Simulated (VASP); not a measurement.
# AlN (Cm) in VASP: further runs, part 3 of 3

VASP 6.6.1. Earlier steps stand in the parts before.

### Step 5. Single point, PBEsol (atom 1 (Al) moved by -0.378 Å along [1 1 0] and +0.630 Å along [0 0 1])

INCAR

```
PREC = Accurate
ENCUT = 520
EDIFF = 1E-7
ISMEAR = 0
SIGMA = 0.05
LREAL = False
LASPH = True
NELM = 60
ALGO = Normal
ISIF = 2
LWAVE = False
LCHARG = True
GGA = PS
LELF = True
LVHAR = True
NBANDS = 26
```

KPOINTS

```
Automatic mesh
0
Gamma
  6 6 6
```

POSCAR

```
AlN
1.0
    4.3771405283      0.0000000000      0.0000000000
    0.0000000000     -4.3771405283      0.0000000000
    0.0000000000      0.0000000000     -4.3771405283
Al N
4 4
Direct
   -0.0610641494     -0.1439295805     -0.0610641494
    0.5000000000      0.5000000000      0.0000000000
    0.5000000000      0.0000000000      0.5000000000
    0.0000000000      0.5000000000      0.5000000000
    0.7500000000      0.7500000000      0.7500000000
    0.2500000000      0.2500000000      0.7500000000
    0.2500000000      0.7500000000      0.2500000000
    0.7500000000      0.2500000000      0.2500000000
```

Potentials or basis: VASP PAW PBE potentials, release 64 (Al, N).

Started as:

```
$ cat potpaw_PBE.64/Al/POTCAR potpaw_PBE.64/N/POTCAR > POTCAR
$ mpirun -np 1 vasp_std > vasp.out
```

OUTCAR:

```text
PREC = Accurate
   ENCUT = 520
   EDIFF = 1E-7
   ISMEAR = 0
   LREAL = False
   LASPH = True
   NELM = 60
   ISIF = 2
   GGA = PS

 ion  position               nearest neighbor table
   1  0.939  0.856  0.939-   5 1.26   7 1.98   6 2.35   8 2.35   2 2.49   4 2.49   3 2.79   4 2.92
                             2 2.92   3 3.18   3 3.18
   2  0.500  0.500  0.000-   5 1.90   6 1.90   7 1.90   8 1.90   1 2.49   1 2.92   4 3.10   3 3.10
                             4 3.10   3 3.10   3 3.10   3 3.10   4 3.10   4 3.10
   3  0.500  0.000  0.500-   5 1.90   6 1.90   7 1.90   8 1.90   1 2.79   2 3.10   4 3.10   2 3.10
                             2 3.10   4 3.10   2 3.10   4 3.10   4 3.10   1 3.18   1 3.18
   4  0.000  0.500  0.500-   5 1.90   6 1.90   7 1.90   8 1.90   1 2.49   1 2.92   3 3.10   2 3.10
                             2 3.10   3 3.10   2 3.10   3 3.10   2 3.10   3 3.10
   5  0.750  0.750  0.750-   1 1.26   2 1.90   3 1.90   4 1.90
   6  0.250  0.250  0.750-   2 1.90   3 1.90   4 1.90   1 2.35
   7  0.250  0.750  0.250-   2 1.90   3 1.90   4 1.90   1 1.98
   8  0.750  0.250  0.250-   2 1.90   3 1.90   4 1.90   1 2.35

 -----------------------------------------------------------------------------
|                                                                             |
|           W    W    AA    RRRRR   N    N  II  N    N   GGGG   !!!           |
|           W    W   A  A   R    R  NN   N  II  NN   N  G    G  !!!           |
|           W    W  A    A  R    R  N N  N  II  N N  N  G       !!!           |
|           W WW W  AAAAAA  RRRRR   N  N N  II  N  N N  G  GGG   !            |
|           WW  WW  A    A  R   R   N   NN  II  N   NN  G    G                |
|           W    W  A    A  R    R  N    N  II  N    N   GGGG   !!!           |
|                                                                             |
|     The distance between some ions is very small. Please check the          |
|     nearest-neighbor list in the OUTCAR file.                               |
|     I HOPE YOU KNOW WHAT YOU ARE DOING!                                     |
|                                                                             |
 -----------------------------------------------------------------------------

  LATTYP: Found a simple cubic cell.
 ALAT       =     4.3771405283

  Lattice vectors:

 A1 = (   4.3771405283,   0.0000000000,   0.0000000000)
 A2 = (   0.0000000000,  -4.3771405283,   0.0000000000)
 A3 = (   0.0000000000,   0.0000000000,  -4.3771405283)

Analysis of symmetry for initial positions (statically):
=====================================================================
 Subroutine PRICEL returns:
 Original cell was already a primitive cell.

 Routine SETGRP: Setting up the symmetry group for a
 simple cubic supercell.

 Subroutine GETGRP returns: Found  2 space group operations
 (whereof  2 operations were pure point group operations)
 out of a pool of 48 trial point group operations.

The static configuration has the point symmetry C_1h.

Analysis of symmetry for dynamics (positions and initial velocities):
=====================================================================
 Subroutine PRICEL returns:
 Original cell was already a primitive cell.

 Routine SETGRP: Setting up the symmetry group for a
 simple cubic supercell.

 Subroutine GETGRP returns: Found  2 space group operations
 (whereof  2 operations were pure point group operations)
 out of a pool of 48 trial point group operations.

The dynamic configuration has the point symmetry C_1h.

[... 96 lines left out ...]
   dimension x,y,z NGXF=    72 NGYF=   72 NGZF=   72
   ions per type =               4   4
   NGX,Y,Z   is equivalent  to a cutoff of  13.67, 13.67, 13.67 a.u.
   NGXF,Y,Z  is equivalent  to a cutoff of  27.35, 27.35, 27.35 a.u.
 SYSTEM =  unknown system
   PREC   = accura    normal or accurate (medium, high low for compatibility)
   ISTART =      0    job   : 0-new  1-cont  2-samecut
   ICHARG =      2    charge: 1-file 2-atom 10-const
   ISPIN  =      1    spin polarized calculation?
   LNONCOLLINEAR =      F non collinear calculations
   LSORBIT =      F    spin-orbit coupling
   LASPH  =      T    aspherical Exc in radial PAW
   ENCUT  =  520.0 eV  38.22 Ry    6.18 a.u.   8.14  8.14  8.14*2*pi/ulx,y,z
   NELM   =     60;   NELMIN=  2; NELMDL= -5     # of ELM steps
   EDIFF  = 0.1E-06   stopping-criterion for ELM
   LREAL  =      F    real-space projection
   EDIFFG = 0.1E-05   stopping-criterion for IOM
   NSW    =      0    number of steps for IOM
   IBRION =     -1    ionic relax: 0-MD 1-quasi-New 2-CG
   NFREE  =      0    steps in history (QN), initial steepest desc. (CG)
   ISIF   =      2    stress and relaxation
   ISYM   =      2    0-nonsym 1-usesym 2-fastsym
   POTIM  = 0.5000    time-step for ionic-motion
   TEBEG  =    0.0;   TEEND  =   0.0 temperature during run
   PSTRESS=    0.0 pullay stress
   NELECT =      32.0000    total number of electrons
   NUPDOWN=      -1.0000    fix difference up-down
   EMIN   =  10.00;   EMAX   =-10.00  energy-range for DOS
   EFERMI =   0.00;   METHOD = LEGACY
   ISMEAR =     0;   SIGMA  =   0.05  broadening in eV -4-tet -1-fermi 0-gaus
   EFERMI_NEDOS =   21; number of points for ismear=-14 and -15
   IALGO  =     38    algorithm
   IMIX   =      4    mixing-type and parameters
     AMIX     =   0.40;   BMIX     =  1.00
     AMIX_MAG =   1.60;   BMIX_MAG =  1.00
  volume/ion in A,a.u.               =      10.48        70.74
  Fermi-wavevector in a.u.,A,eV,Ry     =   1.187411  2.243881 19.183459  1.409944
  Thomas-Fermi vector in A             =   2.323563
   LORBIT       =      0    0 simple, 1 ext, 2 COOP (PROOUT), +10 PAW based schemes
   GGA     = PS    functional components
   LHFCALC =     F    Hartree Fock is set to
   AEXX    =    0.0000 exact exchange contribution
   IVDW    =     0    specifies the selected vdW correction
   LEPSILON=     F    determine dielectric tensor
   LRPA    =     F    only Hartree local field effects (RPA)
 non-spin polarized calculation
 Gauss-broadening in eV      SIGMA  =   0.05
  energy-cutoff  :      520.00
  volume of cell :       83.86
 maximum number of plane-waves:      2301
 NGX is ok and might be reduce to    36
   NGX = 17   NGY = 17   NGZ = 17

 number of electron      31.9999992 magnetization

 Free energy of the ion-electron system (eV)
  ---------------------------------------------------
  ext. energy  EPLUGINS =         0.00000000
  ---------------------------------------------------
  free energy    TOTEN  =       -51.41626963 eV

  energy without entropy =      -51.41626963  energy(sigma->0) =      -51.41626963

 E-fermi :   7.1190     XC(G=0): -11.0668

 val. band max:        6.8264719105   @ k =   0.5000   0.5000   0.5000
 cond. band min:       7.7541610781   @ k =   0.0000   0.0000   0.0000
 fundamental gap:      0.9276891676
 Fermi energy:         7.1190392992

 k-point     1 :       0.0000    0.0000    0.0000
  band No.  band energies     occupation
      1      -9.8755      2.00000
      2      -7.3505      2.00000
      3      -6.0427      2.00000
      4      -5.6152      2.00000
      5      -0.0541      2.00000
      6      -0.0327      2.00000
[... 685 lines left out ...]
     25      16.7611      0.00000
     26      16.8170      0.00000

 [... further k-points ...]

------------------------ aborting loop because EDIFF is reached ----------------------------------------

  FORCE on cell =-STRESS in cart. coord.  units (eV):
  Direction    XX          YY          ZZ          XY          YZ          ZX
  --------------------------------------------------------------------------------------
  -------------------------------------------------------------------------------------
  Total       24.6010420      3.8721057     24.6010420    -13.8902862     13.8902857    -23.1921734
  in kB      469.9943262     73.9752294    469.9943262   -265.3690728    265.3690624   -443.0783835
  external PRESSURE =     337.9879606 kB  Pullay stress =       0.0000000 kB

 VOLUME and BASIS-vectors are now :
 -----------------------------------------------------------------------------
  energy-cutoff  :      520.00
  volume of cell :       83.86
      direct lattice vectors                 reciprocal lattice vectors
     4.377140528  0.000000000  0.000000000     0.228459652  0.000000000  0.000000000
     0.000000000 -4.377140528  0.000000000     0.000000000 -0.228459652  0.000000000
     0.000000000  0.000000000 -4.377140528     0.000000000  0.000000000 -0.228459652

 POSITION                                       TOTAL-FORCE (eV/Angst)
 -----------------------------------------------------------------------------------
      4.10985     -3.74714     -4.10985        32.454441    -22.298262    -32.454441
      2.18857     -2.18857      0.00000        -1.634323      2.739696     -0.668144
      2.18857      0.00000     -2.18857        -1.002912     -1.547533      1.002912
      0.00000     -2.18857     -2.18857         0.668144      2.739696      1.634323
      3.28286     -3.28286     -3.28286       -29.208871     16.996897     29.208871
      1.09429     -1.09429     -3.28286        -0.397605      0.427460      0.128373
      1.09429     -3.28286     -1.09429        -0.750502      0.514587      0.750502
      3.28286     -1.09429     -1.09429        -0.128373      0.427460      0.397605
 -----------------------------------------------------------------------------------
    total drift:                               -0.000070     -0.000027      0.000070

  FREE ENERGIE OF THE ION-ELECTRON SYSTEM (eV)
  ---------------------------------------------------
  free  energy   TOTEN  =       -51.4162696294 eV

  energy  without entropy=      -51.4162696294  energy(sigma->0) =      -51.41626963
```

Run time: 3.2 min. Hardware: 1 thread of Intel Xeon 8259CL, shared host; peak memory 0.24 GiB.

What came out:

| Item | Value |
| --- | --- |
| Free energy | -51.4163 eV |
| Pressure | 33.8 GPa |
| Largest force | 51.027 eV/Å |
| Band gap on the k mesh | 0.93 eV (least direct gap 1.10 eV) |

Forces on the atoms (eV/Å):
```
Al   32.454 -22.298 -32.454
Al   -1.634   2.740  -0.668
Al   -1.003  -1.548   1.003
Al    0.668   2.740   1.634
N   -29.209  16.997  29.209
N    -0.398   0.427   0.128
N    -0.751   0.515   0.751
N    -0.128   0.427   0.398
```

Stress tensor (GPa, compression positive):
```
 47.00 -26.54 -44.31
-26.54   7.40  26.54
-44.31  26.54  47.00
```

Caveat: the cell differs from its parent crystal (atom 1 (Al) moved by -0.378 Å along [1 1 0] and +0.630 Å along [0 0 1]); atoms lie so close that the PAW spheres overlap strongly, which falsifies energies and pressures; the cell stands under pressure; the PAW data sets were made with another functional, which shifts forces and pressure a little. A k mesh can miss the band edges.

### Step 6. Single point, PBEsol (atom 1 (Al) moved by -0.630 Å along [1 1 0] and +0.126 Å along [0 0 1])

INCAR

```
PREC = Accurate ; ENCUT = 520
EDIFF = 1E-6 ; ISMEAR = 0
SIGMA = 0.05 ; LREAL = False
LASPH = True ; NELM = 100
ALGO = Normal ; ISIF = 2
LWAVE = False ; LCHARG = False
GGA = PS ; NBANDS = 26
```

KPOINTS is that of step 5.

Changes to POSCAR since step 5:

```diff
@@ -8,3 +8,3 @@
 Direct
-   -0.0610641494     -0.1439295805     -0.0610641494
+   -0.1017735824     -0.0287859161     -0.1017735824
     0.5000000000      0.5000000000      0.0000000000
```

Potentials or basis: VASP PAW PBE potentials, release 64 (Al, N).

Started as:

```
$ cat potpaw_PBE.64/Al/POTCAR potpaw_PBE.64/N/POTCAR > POTCAR
$ mpirun -np 1 vasp_std > vasp.out
```

Run time: 2.5 min. Hardware: 1 thread of Intel Xeon 8259CL, shared host; peak memory 0.24 GiB.

Results (log left out):

```
Free energy            : -54.8974 eV
Pressure               : 24.1 GPa
Largest force          : 37.237 eV/Å
Band gap on the k mesh : 0.60 eV (least direct gap 0.74 eV)
```

Forces in eV/Å, atoms in the order of the input:
```
Al   19.864 -24.442 -19.864
Al   -1.821   0.452  -1.266
Al   -2.480  -0.148   2.480
Al    1.266   0.452   1.821
N   -15.408  22.303  15.408
N    -0.888   0.632   0.233
N    -0.298   0.118   0.298
N    -0.233   0.632   0.888
```

Stress tensor (GPa, compression positive):
```
 15.25 -26.39 -20.63
-26.39  41.80  26.39
-20.63  26.39  15.25
```

Levels at points of the mesh, in eV from the valence-band top:
| k point | band 14 | band 15 | band 16 | band 17 | band 18 | band 19 |
| --- | --- | --- | --- | --- | --- | --- |
| (0.00, 0.00, 0.00) | -0.87 | -0.64 | -0.14 | 0.60 | 2.24 | 2.38 |
| (0.50, 0.00, 0.00) | -2.34 | -1.30 | -0.74 | 3.33 | 4.54 | 4.99 |
| (0.00, 0.50, 0.00) | -1.73 | -1.38 | -1.35 | 2.75 | 4.69 | 5.00 |
| (0.50, 0.50, 0.00) | -2.03 | -0.99 | -0.25 | 4.63 | 6.34 | 6.52 |
| (0.50, 0.00, 0.50) | -1.61 | -1.20 | -0.71 | 5.01 | 6.11 | 6.57 |
| (0.50, 0.50, 0.50) | -0.85 | -0.61 | 0.00 | 4.73 | 5.69 | 6.08 |

Caveat: the cell differs from its parent crystal (atom 1 (Al) moved by -0.630 Å along [1 1 0] and +0.126 Å along [0 0 1]); atoms lie so close that the PAW spheres overlap strongly, which falsifies energies and pressures; the cell stands under pressure; the PAW data sets were made with another functional, which shifts forces and pressure a little. A k mesh can miss the band edges.

### Step 7. Single point, PBEsol (atom 1 (Al) moved by -0.126 Å along [1 1 0] and -0.630 Å along [0 0 1])

INCAR

```
SYSTEM = AlN
ALGO = Normal
EDIFF = 1E-7
ENCUT = 520
GGA = PS
ISIF = 2
ISMEAR = 0
LASPH = .True.
LCHARG = .False.
LREAL = .False.
LWAVE = .False.
NBANDS = 26
NELM = 100
PREC = Accurate
SIGMA = 0.05
```

KPOINTS

```
k-points
0
Gamma
  6 6 6
  0 0 0
```

Changes to POSCAR since step 6:

```diff
@@ -8,3 +8,3 @@
 Direct
-   -0.1017735824     -0.0287859161     -0.1017735824
+   -0.0203547165      0.1439295805     -0.0203547165
     0.5000000000      0.5000000000      0.0000000000
```

Potentials or basis: VASP PAW PBE potentials, release 64 (Al, N).

Started as:

```
$ cat potpaw_PBE.64/Al/POTCAR potpaw_PBE.64/N/POTCAR > POTCAR
$ mpirun -np 1 vasp_std > vasp.out
```

OUTCAR:

```text
SYSTEM = AlN
   EDIFF = 1E-7
   ENCUT = 520
   GGA = PS
   ISIF = 2
   ISMEAR = 0
   LASPH = .True.
   LREAL = .False.
   NELM = 100
   PREC = Accurate

 ion  position               nearest neighbor table
   1  0.980  0.144  0.980-   6 1.62   8 1.62   5 2.23   7 2.40   2 2.62   4 2.62   2 2.76   4 2.76
                             3 3.04   3 3.16   3 3.16   3 3.28
   2  0.500  0.500  0.000-   5 1.90   6 1.90   7 1.90   8 1.90   1 2.62   1 2.76   4 3.10   3 3.10
                             4 3.10   3 3.10   3 3.10   3 3.10   4 3.10   4 3.10
   3  0.500  0.000  0.500-   5 1.90   6 1.90   7 1.90   8 1.90   1 3.04   2 3.10   4 3.10   2 3.10
                             2 3.10   4 3.10   2 3.10   4 3.10   4 3.10   1 3.16   1 3.16   1 3.28
   4  0.000  0.500  0.500-   5 1.90   6 1.90   7 1.90   8 1.90   1 2.62   1 2.76   3 3.10   2 3.10
[... 915 lines left out ...]
  external PRESSURE =     114.5337578 kB  Pullay stress =       0.0000000 kB

 VOLUME and BASIS-vectors are now :
 -----------------------------------------------------------------------------
  energy-cutoff  :      520.00
  volume of cell :       83.86
      direct lattice vectors                 reciprocal lattice vectors
     4.377140528  0.000000000  0.000000000     0.228459652  0.000000000  0.000000000
     0.000000000 -4.377140528  0.000000000     0.000000000 -0.228459652  0.000000000
     0.000000000  0.000000000 -4.377140528     0.000000000  0.000000000 -0.228459652

 POSITION                                       TOTAL-FORCE (eV/Angst)
 -----------------------------------------------------------------------------------
      4.28805     -0.63000     -4.28805         0.183456      9.165778     -0.183456
      2.18857     -2.18857      0.00000        -0.722190     -2.733133     -0.403152
      2.18857      0.00000     -2.18857        -0.438099      1.699454      0.438099
      0.00000     -2.18857     -2.18857         0.403152     -2.733133      0.722190
      3.28286     -3.28286     -3.28286         0.177181     -0.619564     -0.177181
      1.09429     -1.09429     -3.28286         3.927523     -2.285465      3.490264
      1.09429     -3.28286     -1.09429        -0.040759     -0.208473      0.040759
      3.28286     -1.09429     -1.09429        -3.490264     -2.285465     -3.927523
 -----------------------------------------------------------------------------------
    total drift:                                0.000014      0.000100     -0.000014

  FREE ENERGIE OF THE ION-ELECTRON SYSTEM (eV)
  ---------------------------------------------------
  free  energy   TOTEN  =       -58.9028527133 eV

  energy  without entropy=      -58.9028527133  energy(sigma->0) =      -58.90285271
```

OSZICAR:

```text
N       E                     dE             d eps       ncg     rms          rms(c)
DAV:   1     0.109807914915E+03    0.10981E+03   -0.14620E+04  3536   0.110E+03
DAV:   2    -0.588735407177E+02   -0.16868E+03   -0.15826E+03  4686   0.230E+02
DAV:   3    -0.684921967334E+02   -0.96187E+01   -0.95624E+01  4736   0.568E+01
DAV:   4    -0.685803455767E+02   -0.88149E-01   -0.88093E-01  4296   0.612E+00
DAV:   5    -0.685815892131E+02   -0.12436E-02   -0.12432E-02  4774   0.727E-01    0.173E+01
DAV:   6    -0.590440366528E+02    0.95376E+01   -0.28263E+01  4544   0.288E+01    0.655E+00
DAV:   7    -0.589917232564E+02    0.52313E-01   -0.16977E+00  4300   0.671E+00    0.411E+00
DAV:   8    -0.589104401464E+02    0.81283E-01   -0.14785E-01  4572   0.263E+00    0.792E-01
DAV:   9    -0.589026609954E+02    0.77792E-02   -0.21013E-02  4794   0.908E-01    0.370E-01
DAV:  10    -0.589029676912E+02   -0.30670E-03   -0.40895E-03  4328   0.381E-01    0.162E-01
DAV:  11    -0.589028478907E+02    0.11980E-03   -0.76310E-04  4324   0.203E-01    0.425E-02
DAV:  12    -0.589028553079E+02   -0.74172E-05   -0.93147E-05  4486   0.657E-02    0.228E-02
DAV:  13    -0.589028532893E+02    0.20186E-05   -0.16681E-05  4522   0.294E-02    0.941E-03
DAV:  14    -0.589028528730E+02    0.41628E-06   -0.32473E-06  4448   0.138E-02    0.541E-03
DAV:  15    -0.589028527592E+02    0.11384E-06   -0.56825E-07  4096   0.424E-03    0.228E-03
DAV:  16    -0.589028527133E+02    0.45861E-07   -0.10682E-07  2204   0.187E-03
   1 F= -.58902853E+02 E0= -.58902853E+02  d E =-.223276E-10
```

Wall time 2.6 min (1 thread of Intel Xeon 8259CL, shared host); peak memory 0.24 GiB.

Results:

```yaml
Free_energy: -58.9029 eV
Pressure: 11.5 GPa
Largest_force: 9.169 eV/Å
Band_gap_on_the_k_mesh: 0.41 eV (least direct gap 0.53 eV)
```

Forces on the atoms (eV/Å):
```
Al   0.183  9.166 -0.183
Al  -0.722 -2.733 -0.403
Al  -0.438  1.699  0.438
Al   0.403 -2.733  0.722
N    0.177 -0.620 -0.177
N    3.928 -2.285  3.490
N   -0.041 -0.208  0.041
N   -3.490 -2.285 -3.928
```

Caveat: the cell differs from its parent crystal (atom 1 (Al) moved by -0.126 Å along [1 1 0] and -0.630 Å along [0 0 1]); the cell stands under pressure; the PAW data sets were made with another functional, which shifts forces and pressure a little.

### Step 8. Overview

| cell | gap on the mesh (eV) | pressure (GPa) | largest force (eV/Å) |
| --- | --- | --- | --- |
| as given, atomic positions A | 0.69 | 4.9 | 6.57 |
| as given, atomic positions B | 1.50 | 5.4 | 10.27 |
| as given, atomic positions C | 0.83 | 14.0 | 15.64 |
| as given, atomic positions D | 0.93 | 33.8 | 51.03 |
| as given, atomic positions E | 0.60 | 24.1 | 37.24 |
| as given, atomic positions F | 0.41 | 11.5 | 9.17 |

Alike in all rows: task single point; level PBEsol; potentials or basis VASP PAW PBE potentials, release 64 (Al, N); no spin polarisation; k mesh 6 × 6 × 6; cutoff (eV) 520; smearing gaussian 0.05 eV.

Caveats: the cell stands under pressure; the PAW data sets were made with another functional, which shifts forces and pressure a little; atoms lie so close that the PAW spheres overlap strongly, which falsifies energies and pressures (at least some runs).

Total energies depend on the potentials used, so only differences within one code and one set of settings carry meaning.
